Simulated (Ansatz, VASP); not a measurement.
# ZnSe in VASP and in Ansatz

Contents of INCAR:

```
SYSTEM = ZnSe
PREC = Accurate
ENCUT = 520
EDIFF = 1E-6
ISMEAR = 0
SIGMA = 0.05
LREAL = .False.
LASPH = .True.
NELM = 150
ALGO = Normal
ISIF = 2
LWAVE = .False.
LCHARG = .False.
MAGMOM = 0 0 0 0 0 0
LORBIT = 11
LSORBIT = .True.
GGA_COMPAT = .False.
LORBMOM = .True.
GGA = PS
IVDW = 12
NBANDS = 30
```

The input KPOINTS:

```
Automatic mesh
0
Gamma
  6 6 6
  0 0 0
```

POSCAR

```
ZnSe
1.0
    0.0000000000      2.6306668873      2.6306668873
    2.6306668873      0.0000000000      2.6306668873
    2.6306668873      2.6306668873      0.0000000000
Se Zn
1 1
Direct
    0.7500000000      0.7500000000      0.7500000000
    0.0000000000      0.0000000000      0.0000000000
```

input.yaml

```yaml
crystal:
  lattice:
    - [0.0, 2.6306668873, 2.6306668873]
    - [2.6306668873, 0.0, 2.6306668873]
    - [2.6306668873, 2.6306668873, 0.0]
  atoms:
    - { symbol: Se, position: [0.75, 0.75, 0.75] }
    - { symbol: Zn, position: [0.0, 0.0, 0.0] }
kpoints:
  mp_grid: { grid: [6, 6, 6] }
  band_path:
    path:
      - [0.0, 0.0, 0.0]
      - [0.5, 0.0, 0.5]
      - [0.5, 0.25, 0.75]
      - [0.375, 0.375, 0.75]
      - [0.0, 0.0, 0.0]
      - [0.5, 0.5, 0.5]
      - [0.625, 0.25, 0.625]
      - [0.5, 0.25, 0.75]
    npoints: 10
scf:
  occupations: { method: gaussian, width: 0.05 }
hamiltonian:
  xc: pbesol
  dispersion: d3bj
  pseudopotentials: { kind: all_electron, lapw: { basis_error: 0.001 } }
magnetization:
  noncollinear: true
  spin_orbit: true
output:
  forces: true
  stress: true
  eigenvalues: true
```

Change from the starting cell: volume scaled by 0.8.

Alike in both runs: functional PBEsol; dispersion D3(BJ); k mesh 6 × 6 × 6; occupations gaussian, width 0.05 eV; non-collinear spin, spin-orbit coupling.

```csv
,VASP,Ansatz
version,VASP 6.6.1,Ansatz 0.2.0
potentials or method,"VASP PAW PBE potentials, release 64 (Se, Zn), cutoff 520 eV","all-electron LAPW, relativistic spinors"
task,single point,band structure
```

```tsv
	VASP	Ansatz	Ansatz less VASP
pressure (GPa)	18.8	18.3	-0.54
net moment per atom (μB)	0.00	0.00	0.000
```

VASP's potentials were made for PBE, not for PBEsol. Ansatz ran all-electron here, and VASP with PAW potentials.
